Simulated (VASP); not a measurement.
Input of a VASP 6.6.1 run:

Contents of INCAR:

```
PREC     = Accurate       # precision mode
ENCUT    = 600            # plane-wave cutoff, eV
EDIFF    = 1E-6           # SCF threshold, eV
ISMEAR   = -1             # smearing method
SIGMA    = 0.01           # smearing width, eV
LREAL    = F              # projectors in reciprocal space
LASPH    = T              # aspherical terms in the spheres
NELM     = 80             # most SCF steps
ALGO     = Normal         # electronic algorithm
ISIF     = 3              # what is computed and relaxed
LWAVE    = F              # write WAVECAR
LCHARG   = F              # write CHGCAR
GGA      = PE             # functional
IBRION   = 2              # ionic algorithm
NSW      = 80             # ionic steps
EDIFFG   = -0.05          # ionic threshold
```

Contents of KPOINTS:

```
Automatic mesh
0
Gamma
  6 6 6
```

POSCAR

```
BaTiO3
1.0
    4.0060000000      0.0000000000      0.0000000000
    0.0000000000      4.0060000000      0.0000000000
    0.0000000000      0.0000000000      4.0060000000
Ba Ti O
1 1 3
Direct
    0.5000000000      0.5000000000      0.5000000000
    0.0000000000      0.0000000000      0.0000000000
    0.5000000000      0.0000000000      0.0000000000
    0.0000000000      0.5000000000      0.0000000000
    0.0000000000      0.0000000000      0.5000000000
```

Potentials or basis: VASP PAW PBE potentials, release 64 (Ba_sv, Ti_sv, O).

The run is started by

```sh
$ cat potpaw_PBE.64/Ba_sv/POTCAR potpaw_PBE.64/Ti_sv/POTCAR potpaw_PBE.64/O/POTCAR > POTCAR
$ mpirun -np 1 vasp_std > vasp.out
```

Problem. Predict the relaxed volume.

Solution. 13.11 Å³/atom.

Problem. Predict the relaxed cell.

Solution. a = 4.032 Å, b = 4.032 Å, c = 4.032 Å, α = 90.00°, β = 90.00°, γ = 90.00°.

Problem. Estimate the band gap on the k mesh.

Solution. 1.70 eV (least direct gap 1.87 eV).

Problem. Estimate the space group after relaxing (to 0.1 Å).

Solution. Pm-3m (No. 221).

Final structure:
```
Ba Ti O
1.0
     4.03197    0.00000    0.00000
     0.00000    4.03197    0.00000
     0.00000    0.00000    4.03197
Ba Ti O
1 1 3
Direct
  0.50000 0.50000 0.50000
  0.00000 0.00000 0.00000
  0.50000 0.00000 0.00000
  0.00000 0.50000 0.00000
  0.00000 0.00000 0.50000
```

Caveat: spin-orbit coupling is left out, which moves the levels of the heavy elements. PBE usually gives volumes a little too large and moduli too small.
